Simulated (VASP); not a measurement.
Runs of VASP 6.6.1 on Ir2Pt. The structure is that of space group Fd-3m (No. 227), or close to it. The cells are those of the table. 

```csv
task,spin,cell,k mesh,gap on the mesh (eV),pressure (GPa),relaxed volume (Å³/atom)
single point,off,"a = 5.014 Å, angles 60.0°, 6 atoms",4 × 4 × 4,none,(a),-
single point,off,"a = 5.146 Å, angles 60.0°, 6 atoms",4 × 4 × 4,none,0.2,-
relaxation of cell and atoms,off,"relaxed from a = 5.146 Å, angles 60.0°, 6 atoms",10 × 10 × 10,none,0.0,16.08
single point,off,"a = 5.146 Å, angles 60.0°, 6 atoms",10 × 10 × 10,none,0.3,-
single point,"collinear, ferromagnetic start","a = 5.146 Å, angles 60.0°, 6 atoms",4 × 4 × 4,none,0.2,-
relaxation of cell and atoms,off,"relaxed from a = 5.014 Å, angles 60.0°, 6 atoms",4 × 4 × 4,none,-0.3,16.09
```

Alike in all rows: level PBE; potentials or basis VASP PAW PBE potentials, release 64 (Ir, Pt); cutoff (eV) 500; smearing gaussian 0.1 eV.

Problem. Fill in the values left out.

Solution. (a) 25.0.

Caveats: some runs use coarse meshes; spin-orbit coupling is left out, which moves the levels of the heavy elements.

A k mesh can miss the band edges, and the runs leave out spin-orbit coupling on Ir, Pt.

A gap of «none» marks levels without a gap at the run's occupations.
